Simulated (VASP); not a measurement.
# BeZn2TeS2 (P-4m2) in VASP: a series of runs, part 2 of 2

VASP 6.6.1. Earlier steps stand in the parts before.

**3. Single point, PBE**

This run uses another cell than the first one, of 27.14 Å³/atom, 1.293 times its volume.

INCAR reads:

```
SYSTEM = BeZn2TeS2
ALGO = Normal
EDIFF = 1E-6
ENCUT = 520
GGA = PE
ISIF = 2
ISMEAR = 0
LASPH = .TRUE.
LCHARG = .FALSE.
LREAL = .FALSE.
LWAVE = .FALSE.
NBANDS = 31
NELM = 100
PREC = Accurate
SIGMA = 0.1
```

KPOINTS reads:

```
k-points
0
G
  4 4 4
  0 0 0
```

POSCAR reads:

```
BeZn2TeS2
1.0
    4.9023216592      0.0000000000      0.0000000000
    0.0000000000      4.9023216592      0.0000000000
    0.0000000000      0.0000000000      6.7756331101
Be Zn Te S
1 2 1 2
Direct
    0.5000000000      0.5000000000      0.0000000000
    0.5000000000      0.0000000000      0.4654531112
    0.0000000000      0.5000000000      0.5345468888
    0.0000000000      0.0000000000      0.0000000000
    0.5000000000      0.0000000000      0.9017608361
    0.0000000000      0.5000000000      0.0982391639
```

Potentials or basis: VASP PAW PBE potentials, release 64 (Be, Zn, Te, S).

Started as:

```bash
$ cat potpaw_PBE.64/Be/POTCAR potpaw_PBE.64/Zn/POTCAR potpaw_PBE.64/Te/POTCAR potpaw_PBE.64/S/POTCAR > POTCAR
$ mpirun -np 1 vasp_std > vasp.out
```

OUTCAR:

```text
SYSTEM = BeZn2TeS2
   EDIFF = 1E-6
   ENCUT = 520
   GGA = PE
   ISIF = 2
   ISMEAR = 0
   LASPH = .TRUE.
   LREAL = .FALSE.
   NELM = 100
   PREC = Accurate

 ion  position               nearest neighbor table
   1  0.500  0.500  0.000-   5 2.54   6 2.54   5 2.54   6 2.54
   2  0.500  0.000  0.465-
   3  0.000  0.500  0.535-
   4  0.000  0.000  0.000-   5 2.54   6 2.54   6 2.54   5 2.54
[... 811 lines left out ...]
  --------------------------------------------------------------------------------------
  -------------------------------------------------------------------------------------
  Total       -0.2720950     -0.2720950      0.0269978      0.0000000      0.0000000      0.0000000
  in kB       -2.6771809     -2.6771809      0.2656355      0.0000000      0.0000000      0.0000000
  external PRESSURE =      -1.6962421 kB  Pullay stress =       0.0000000 kB

 VOLUME and BASIS-vectors are now :
 -----------------------------------------------------------------------------
  energy-cutoff  :      520.00
  volume of cell :      162.84
      direct lattice vectors                 reciprocal lattice vectors
     4.902321659  0.000000000  0.000000000     0.203984983  0.000000000  0.000000000
     0.000000000  4.902321659  0.000000000     0.000000000  0.203984983  0.000000000
     0.000000000  0.000000000  6.775633110     0.000000000  0.000000000  0.147587684

 POSITION                                       TOTAL-FORCE (eV/Angst)
 -----------------------------------------------------------------------------------
      2.45116      2.45116      0.00000        -0.000000     -0.000000      0.000000
      2.45116      0.00000      3.15374        -0.000000     -0.000000     -0.007324
      0.00000      2.45116      3.62189         0.000000     -0.000000      0.007324
      0.00000      0.00000      0.00000        -0.000000     -0.000000      0.000000
      2.45116      0.00000      6.11000        -0.000000     -0.000000      0.028138
      0.00000      2.45116      0.66563         0.000000      0.000000     -0.028138
 -----------------------------------------------------------------------------------
    total drift:                                0.000000      0.000000      0.000000

  FREE ENERGIE OF THE ION-ELECTRON SYSTEM (eV)
  ---------------------------------------------------
  free  energy   TOTEN  =       -14.0282110549 eV

  energy  without entropy=      -14.0133079429  energy(sigma->0) =      -14.02075950
```

stdout:

```text
POSCAR found type information on POSCAR BeZnTeS
 POSCAR found :  4 types and       6 ions
 scaLAPACK will be used
 LDA part: xc-table for (Slater+PW92), standard interpolation
 POSCAR, INCAR and KPOINTS ok, starting setup
 FFT: planning ... GRIDC
 FFT: planning ... GRID_SOFT
 FFT: planning ... GRID
 WAVECAR not read
 entering main loop
```

Wall time 35 s (1 thread of Intel Xeon 6975P-C (Granite Rapids), shared host); peak memory 0.29 GiB.

Results:

```
Free energy   : -14.0282 eV
Pressure      : -0.2 GPa
Largest force : 0.028 eV/Å
```

Forces on the atoms (eV/Å):
```
Be   0.000  0.000  0.000
Zn   0.000  0.000 -0.007
Zn   0.000  0.000  0.007
Te   0.000  0.000  0.000
S    0.000  0.000  0.028
S    0.000  0.000 -0.028
```

Caveat: spin-orbit coupling is left out, which moves the levels of the heavy elements.

**4. Single point, PBE**

This run uses another cell than the first one, of 27.27 Å³/atom, 1.299 times its volume.

INCAR reads:

```
  ALGO = Normal
  EDIFF = 1E-6
  ENCUT = 520
  GGA = PE
  ISIF = 2
  ISMEAR = 0
  LASPH = True
  LCHARG = False
  LREAL = False
  LWAVE = False
  NBANDS = 31
  NELM = 80
  PREC = Accurate
  SIGMA = 0.1
```

KPOINTS reads:

```
k-points
0
Gamma
  8 8 6
```

POSCAR reads:

```
BeZn2TeS2
1.0
    4.8874601851      0.0000000000      0.0000000000
    0.0000000000      4.8874601851      0.0000000000
    0.0000000000      0.0000000000      6.8497341055
Be Zn Te S
1 2 1 2
Direct
    0.5000000000      0.5000000000      0.0000000000
    0.5000000000      0.0000000000      0.4682456737
    0.0000000000      0.5000000000      0.5317543263
    0.0000000000      0.0000000000      0.0000000000
    0.5000000000      0.0000000000      0.9100854005
    0.0000000000      0.5000000000      0.0899145995
```

Started as:

```bash
$ cat potpaw_PBE.64/Be/POTCAR potpaw_PBE.64/Zn/POTCAR potpaw_PBE.64/Te/POTCAR potpaw_PBE.64/S/POTCAR > POTCAR
$ mpirun -np 1 vasp_std > vasp.out
```

Wall time 2.2 min (1 thread of Intel Xeon Platinum 8488C (Sapphire Rapids), shared host); peak memory 0.46 GiB.

The run converged. Its results:

```yaml
Free_energy: -14.3099 eV
Pressure: 0.0 GPa
Largest_force: 0.011 eV/Å
Band_gap_on_the_k_mesh: zero (band 22 reaches 2.51 eV, above the bottom of band 23 at 2.49 eV)
```

Forces in eV/Å, atoms in the order of the input:
```
Be   0.000  0.000  0.000
Zn   0.000  0.000 -0.006
Zn   0.000  0.000  0.006
Te   0.000  0.000  0.000
S    0.000  0.000  0.011
S    0.000  0.000 -0.011
```

Levels at points of the mesh, in eV from the Fermi level:
| k point | band 19 | band 20 | band 21 | band 22 | band 23 | band 24 | band 25 | band 26 |
| --- | --- | --- | --- | --- | --- | --- | --- | --- |
| (0.00, 0.00, 0.00) | -3.88 | -2.86 | -0.97 | -0.05 | 0.35 | 2.51 | 2.51 | 2.88 |
| (0.50, 0.00, 0.00) | -3.15 | -2.19 | -1.92 | 0.00 | 0.11 | 0.94 | 2.65 | 3.65 |
| (0.50, 0.50, 0.00) | -1.87 | -1.87 | -0.43 | -0.15 | 0.26 | 0.26 | 0.54 | 0.63 |
| (0.00, 0.00, 0.50) | -3.40 | -2.33 | -0.82 | -0.64 | 0.55 | 1.85 | 1.85 | 2.04 |
| (0.50, 0.00, 0.50) | -2.71 | -1.57 | -1.39 | -0.03 | -0.02 | 1.11 | 2.26 | 2.34 |
| (0.50, 0.50, 0.50) | -0.97 | -0.97 | -0.74 | -0.13 | 0.13 | 0.13 | 0.38 | 1.66 |

Caveat: spin-orbit coupling is left out, which moves the levels of the heavy elements.

**5. Summary**

```csv
cell,k mesh,gap on the mesh (eV),pressure (GPa),largest force (eV/Å)
"a = 4.205, b = 4.205, c = 7.122 Å, 6 atoms",4 × 4 × 4,none,11.3,0.70
"a = 4.902, b = 4.902, c = 6.776 Å, 6 atoms",4 × 4 × 4,-,-0.2,0.03
"a = 4.887, b = 4.887, c = 6.850 Å, 6 atoms",8 × 8 × 6,none,0.0,0.01
```

Alike in all rows: task single point; level PBE; potentials or basis VASP PAW PBE potentials, release 64 (Be, Zn, Te, S); no spin polarisation; cutoff (eV) 520; smearing gaussian 0.1 eV.

Caveats: some runs use coarse meshes; spin-orbit coupling is left out, which moves the levels of the heavy elements.

Absolute energies hang on the potentials; compare differences alone.
